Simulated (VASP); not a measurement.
# MgO (P6_3/mmc) in VASP: single point with r2SCAN

Aim: the single point of MgO with r2SCAN.

Everything below comes from runs of VASP 6.6.1. Logs are shortened: lines on timing, memory, paths and dates and some standing lists are left out, and cuts for length are marked.

## (1) The cell of the first run

The structure is hexagonal, space group P6_3/mmc (No. 194). The conventional cell has a = 2.923 Å, b = 2.923 Å, c = 5.092 Å, α = 90.00°, β = 90.00°, γ = 120.00°. Within 2.8 Å of Mg (site symmetry -3m) lie 6 O at 2.11 Å and 2 Mg at 2.55 Å. O (site symmetry -6m2) has 6 Mg at 2.11 Å within 2.8 Å.

## (2) Single point, r2SCAN

POSCAR reads:

```
MgO
1.0
    2.9230552965      0.0000000000      0.0000000000
   -1.4615276483      2.5314401435      0.0000000000
    0.0000000000      0.0000000000      5.0921016501
Mg O
2 2
Direct
    0.0000000000      0.0000000000      0.0000000000
    0.0000000000      0.0000000000      0.5000000000
    0.3333333333      0.6666666667      0.2500000000
    0.6666666667      0.3333333333      0.7500000000
```

INCAR.step1 reads:

```
ALGO = Normal
EDIFF = 1E-5
ENCUT = 920
GGA = PE
GGA_COMPAT = False
ISMEAR = 0
LASPH = True
LCHARG = False
LREAL = False
LWAVE = True
NBANDS = 24
NELM = 120
PREC = Accurate
SIGMA = 0.01
```

INCAR.step2 reads:

```
ALGO = Normal
EDIFF = 1E-6
ENCUT = 920
GGA_COMPAT = False
ISIF = 2
ISMEAR = 0
ISTART = 1
LASPH = True
LCHARG = False
LMIXTAU = True
LREAL = False
LWAVE = False
METAGGA = R2SCAN
NBANDS = 24
NELM = 120
PREC = Accurate
SIGMA = 0.01
```

KPOINTS reads:

```
k-points
0
Gamma
  9 9 4
```

Potentials or basis: VASP PAW PBE potentials, release 64 (Mg_sv, O).

Started as:

```bash
> cat potpaw_PBE.64/Mg_sv/POTCAR potpaw_PBE.64/O/POTCAR > POTCAR
> cp INCAR.step1 INCAR
> mpirun -np 1 vasp_std > vasp.out
> cp INCAR.step2 INCAR
> mpirun -np 1 vasp_std > vasp.out
```

OUTCAR:

```text
EDIFF = 1E-6
   ENCUT = 920
   ISIF = 2
   ISMEAR = 0
   ISTART = 1
   LASPH = True
   LREAL = False
   METAGGA = R2SCAN
   NELM = 120
   PREC = Accurate

 ion  position               nearest neighbor table
   1  0.000  0.000  0.000-   3 2.11   4 2.11   4 2.11   3 2.11   4 2.11   3 2.11
   2  0.000  0.000  0.500-   3 2.11   4 2.11   4 2.11   3 2.11   4 2.11   3 2.11
   3  0.333  0.667  0.250-   1 2.11   2 2.11   1 2.11   2 2.11   1 2.11   2 2.11
   4  0.667  0.333  0.750-   1 2.11   2 2.11   1 2.11   2 2.11   1 2.11   2 2.11

  LATTYP: Found a hexagonal cell.
 ALAT       =     2.9230552965
 C/A-ratio  =     1.7420476637

  Lattice vectors:

 A1 = (   2.9230552965,   0.0000000000,   0.0000000000)
 A2 = (  -1.4615276483,   2.5314401435,   0.0000000000)
 A3 = (   0.0000000000,   0.0000000000,   5.0921016501)

Analysis of symmetry for initial positions (statically):
=====================================================================
 Subroutine PRICEL returns:
 Original cell was already a primitive cell.

 Routine SETGRP: Setting up the symmetry group for a
 hexagonal supercell.

 Subroutine GETGRP returns: Found 24 space group operations
 (whereof 12 operations were pure point group operations)
 out of a pool of 24 trial point group operations.

The static configuration has the point symmetry D_3d.
 The point group associated with its full space group is D_6h.

Analysis of symmetry for dynamics (positions and initial velocities):
=====================================================================
 Subroutine PRICEL returns:
 Original cell was already a primitive cell.

 Routine SETGRP: Setting up the symmetry group for a
 hexagonal supercell.

 Subroutine GETGRP returns: Found 24 space group operations
 (whereof 12 operations were pure point group operations)
 out of a pool of 24 trial point group operations.

The dynamic configuration has the point symmetry D_3d.
 The point group associated with its full space group is D_6h.

 Subroutine INISYM returns: Found 24 space group operations
 (whereof 12 operations are pure point group operations),
 and found     1 'primitive' translations

----------------------------------------------------------------------------------------

                                     Primitive cell

  volume of cell :      37.6792

  direct lattice vectors                    reciprocal lattice vectors
     2.923055296  0.000000000  0.000000000     0.342107794  0.197516027  0.000000000
[... 90 lines left out ...]
   EDIFF  = 0.1E-05   stopping-criterion for ELM
   LREAL  =      F    real-space projection
   EDIFFG = 0.1E-04   stopping-criterion for IOM
   NSW    =      0    number of steps for IOM
   IBRION =     -1    ionic relax: 0-MD 1-quasi-New 2-CG
   NFREE  =      0    steps in history (QN), initial steepest desc. (CG)
   ISIF   =      2    stress and relaxation
   ISYM   =      2    0-nonsym 1-usesym 2-fastsym
   POTIM  = 0.5000    time-step for ionic-motion
   TEBEG  =    0.0;   TEEND  =   0.0 temperature during run
   PSTRESS=    0.0 pullay stress
   NELECT =      32.0000    total number of electrons
   NUPDOWN=      -1.0000    fix difference up-down
   EMIN   =  10.00;   EMAX   =-10.00  energy-range for DOS
   EFERMI =   0.00;   METHOD = LEGACY
   ISMEAR =     0;   SIGMA  =   0.01  broadening in eV -4-tet -1-fermi 0-gaus
   EFERMI_NEDOS =   21; number of points for ismear=-14 and -15
   IALGO  =     38    algorithm
   IMIX   =      4    mixing-type and parameters
     AMIX     =   0.40;   BMIX     =  1.00
     AMIX_MAG =   1.60;   BMIX_MAG =  1.00
  volume/ion in A,a.u.               =       9.42        63.57
  Fermi-wavevector in a.u.,A,eV,Ry     =   1.550330  2.929699 32.701930  2.403524
  Thomas-Fermi vector in A             =   2.655009
   LORBIT       =      0    0 simple, 1 ext, 2 COOP (PROOUT), +10 PAW based schemes
   METAGGA = R2SCAN    functional components
   LHFCALC =     F    Hartree Fock is set to
   AEXX    =    0.0000 exact exchange contribution
   IVDW    =     0    specifies the selected vdW correction
   LEPSILON=     F    determine dielectric tensor
   LRPA    =     F    only Hartree local field effects (RPA)
 non-spin polarized calculation
 Gauss-broadening in eV      SIGMA  =   0.01
  energy-cutoff  :      920.00
  volume of cell :       37.68
 maximum number of plane-waves:      2402
 NGX is ok and might be reduce to    30
   NGX = 15   NGY = 15   NGZ = 25

 number of electron      32.0000026 magnetization

 Free energy of the ion-electron system (eV)
  ---------------------------------------------------
  ext. energy  EPLUGINS =         0.00000000
  ---------------------------------------------------
  free energy    TOTEN  =       -31.67406575 eV

  energy without entropy =      -31.67406575  energy(sigma->0) =      -31.67406575

 E-fermi :   2.7792     XC(G=0): -11.9819

 val. band max:        2.6232275112   @ k =   0.0000   0.0000   0.0000
 cond. band min:       7.9790032432   @ k =   0.0000   0.0000   0.0000
 fundamental gap:      5.3557757320
 Fermi energy:         2.7791936040

 k-point     1 :       0.0000    0.0000    0.0000
  band No.  band energies     occupation
      1     -72.7499      2.00000
      2     -72.7308      2.00000
      3     -37.9812      2.00000
      4     -37.8318      2.00000
      5     -37.8318      2.00000
      6     -37.8131      2.00000
[... 637 lines left out ...]
     23      18.2508      0.00000
     24      22.5148      0.00000

 [... further k-points ...]

------------------------ aborting loop because EDIFF is reached ----------------------------------------

  FORCE on cell =-STRESS in cart. coord.  units (eV):
  Direction    XX          YY          ZZ          XY          YZ          ZX
  --------------------------------------------------------------------------------------
  -------------------------------------------------------------------------------------
  Total        0.0746387      0.0746387      0.1352971     -0.0000000      0.0000000      0.0000000
  in kB        3.1737517      3.1737517      5.7530400     -0.0000000      0.0000000      0.0000000
  external PRESSURE =       4.0335145 kB  Pullay stress =       0.0000000 kB

 VOLUME and BASIS-vectors are now :
 -----------------------------------------------------------------------------
  energy-cutoff  :      920.00
  volume of cell :       37.68
      direct lattice vectors                 reciprocal lattice vectors
     2.923055296  0.000000000  0.000000000     0.342107794  0.197516027  0.000000000
    -1.461527648  2.531440143  0.000000000     0.000000000  0.395032054  0.000000000
     0.000000000  0.000000000  5.092101650     0.000000000  0.000000000  0.196382568

 POSITION                                       TOTAL-FORCE (eV/Angst)
 -----------------------------------------------------------------------------------
      0.00000      0.00000      0.00000         0.000000      0.000000     -0.000000
      0.00000      0.00000      2.54605         0.000000      0.000000     -0.000000
     -0.00000      1.68763      1.27303        -0.000000      0.000000     -0.000000
      1.46153      0.84381      3.81908        -0.000000     -0.000000      0.000000
 -----------------------------------------------------------------------------------
    total drift:                               -0.000000      0.000000     -0.000000

  FREE ENERGIE OF THE ION-ELECTRON SYSTEM (eV)
  ---------------------------------------------------
  free  energy   TOTEN  =       -31.6740657540 eV

  energy  without entropy=      -31.6740657540  energy(sigma->0) =      -31.67406575
```

OUTCAR.step1:

```text
EDIFF = 1E-5
   ENCUT = 920
   GGA = PE
   ISMEAR = 0
[... 880 lines left out ...]
      0.00000      0.00000      0.00000         0.000000     -0.000000     -0.000000
      0.00000      0.00000      2.54605         0.000000     -0.000000     -0.000000
     -0.00000      1.68763      1.27303        -0.000000      0.000000     -0.000000
      1.46153      0.84381      3.81908         0.000000     -0.000000      0.000000
 -----------------------------------------------------------------------------------
    total drift:                               -0.000000      0.000000     -0.000000

  FREE ENERGIE OF THE ION-ELECTRON SYSTEM (eV)
  ---------------------------------------------------
  free  energy   TOTEN  =       -23.1433726297 eV

  energy  without entropy=      -23.1433726297  energy(sigma->0) =      -23.14337263
```

It took 7.6 min on 1 thread of AMD EPYC, shared host; peak memory 0.21 GiB.

What came out:

| Item | Value |
| --- | --- |
| Free energy | -31.6741 eV |
| Pressure | 0.4 GPa |
| Band gap on the k mesh | 5.36 eV |

Stress tensor (GPa, compression positive):
```
0.32 0.00 0.00
0.00 0.32 0.00
0.00 0.00 0.58
```

Caveat: the PAW data sets were made with another functional, which shifts forces and pressure a little.
